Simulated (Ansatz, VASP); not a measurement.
**Hf2MgO2 in VASP and in Ansatz**

The input INCAR:

```
SYSTEM = Hf2MgO2
  PREC = Accurate
  ENCUT = 600
  EDIFF = 1E-7
  ISMEAR = 0
  SIGMA = 0.1
  LREAL = .False.
  LASPH = .True.
  NELM = 80
  ALGO = Normal
  ISIF = 3
  LWAVE = .False.
  LCHARG = .False.
  GGA = PE
  IBRION = 2
  NSW = 100
  EDIFFG = -0.01
```

File KPOINTS:

```
Automatic mesh
0
Gamma
  12 12 6
  0 0 0
```

The input POSCAR:

```
Hf2MgO2
1.0
    3.4262273566      0.0000000000      0.0000000000
   -1.7131136783      2.9671999300      0.0000000000
    0.0000000000      0.0000000000      8.1891203988
Mg Hf O
1 2 2
Direct
    0.0000000000      0.0000000000      0.0000000000
    0.3333333333      0.6666666667      0.6891701101
    0.6666666667      0.3333333333      0.3108298899
    0.3333333333      0.6666666667      0.4026582471
    0.6666666667      0.3333333333      0.5973417529
```

Input for Ansatz:

```yaml
crystal:
  lattice:
    - [3.4262273566, 0.0, 0.0]
    - [-1.7131136783, 2.96719993, 0.0]
    - [0.0, 0.0, 8.1891203988]
  atoms:
    - { symbol: Mg, position: [0.0, 0.0, 0.0] }
    - { symbol: Hf, position: [0.3333333333, 0.6666666667, 0.6891701101] }
    - { symbol: Hf, position: [0.6666666667, 0.3333333333, 0.3108298899] }
    - { symbol: O, position: [0.3333333333, 0.6666666667, 0.4026582471] }
    - { symbol: O, position: [0.6666666667, 0.3333333333, 0.5973417529] }
basis:
  ecutwfc: 420
kpoints:
  mp_grid: { grid: [12, 12, 6] }
hamiltonian:
  xc: pbe
scf:
  occupations: { method: gaussian, width: 0.1 }
output:
  forces: true
  stress: true
  eigenvalues: true
relax:
  adjacent_minimum: "off"
  f_tol: 0.01
  max_steps: 80
  cell: { stress_tol: 0.05 }
```

Change from the starting cell: species swapped into the YAl2Si2 type (P-3m1, No. 164).

Alike in both runs: task relaxation of cell and atoms; functional PBE; k mesh 12 × 12 × 6; occupations gaussian, width 0.1 eV; no spin polarisation.

```csv
,VASP,Ansatz
version,VASP 6.6.1,Ansatz 0.2.0
potentials or method,"VASP PAW PBE potentials, release 64 (Mg, Hf_pv, O), cutoff 600 eV","scalar-relativistic, plane waves, PAW"
valence electrons in the cell,34,74
```

```csv
,VASP,Ansatz,Ansatz less VASP
"gap on the k mesh at the Fermi level, each at its own relaxed structure (eV)",none,none,-
relaxed volume (Å³/atom),16.48,16.64,+0.156
relaxed length of the cell vector where the two differ most in proportion (Å),8.137,8.177,+0.0407
```

A gap of «none» marks a metal or a gap that the smearing closes. VASP's potentials hold 34 valence electrons a cell and Ansatz's 74, so a difference there can come from the potentials and not from the codes.

Neither program's run includes spin-orbit coupling.
